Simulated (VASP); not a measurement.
**Te: single point with BLYP**

The system is Te.

```
Te
1.0
     3.15710    0.00000    0.00000
     0.00000    3.15710    0.00000
     0.00000    0.00000    3.15710
Te
1
Direct
  0.00000 0.00000 0.00000
```

This isn't the form of Te at room conditions, which is trigonal, of chains.

```yaml
Program: VASP 6.6.1
Task: single point
Functional: BLYP
Potentials_or_basis: VASP PAW PBE potentials, release 64 (Te)
Cutoff: 520 eV
k_mesh: 11 × 11 × 11
Occupations: fermi-dirac, width 0.1 eV
Spin: no spin polarisation
Dipole_correction: no
Further_INCAR_settings: ALGO = Normal; EDIFF = 1e-06; NBANDS = 9
```

* Pressure: 6.9 GPa
* Band gap on the k mesh: zero (bands 3 and 4 overlap by 5.58 eV)

Levels at points of the mesh, in eV from the Fermi level:
```csv
k point,band 1,band 2,band 3,band 4,band 5,band 6
"(0.00, 0.00, 0.00)",-13.90,1.19,1.19,1.19,6.17,6.17
```

Run time: 13 s on 1 thread of AMD EPYC 7R43 64-Core Processor (Zen 3), with other jobs on the host, peak memory 0.11 GiB.

Caveat: the cell stands under pressure; the PAW data sets were made with another functional, which shifts forces and pressure a little; spin-orbit coupling is left out, which moves the levels of the heavy elements.
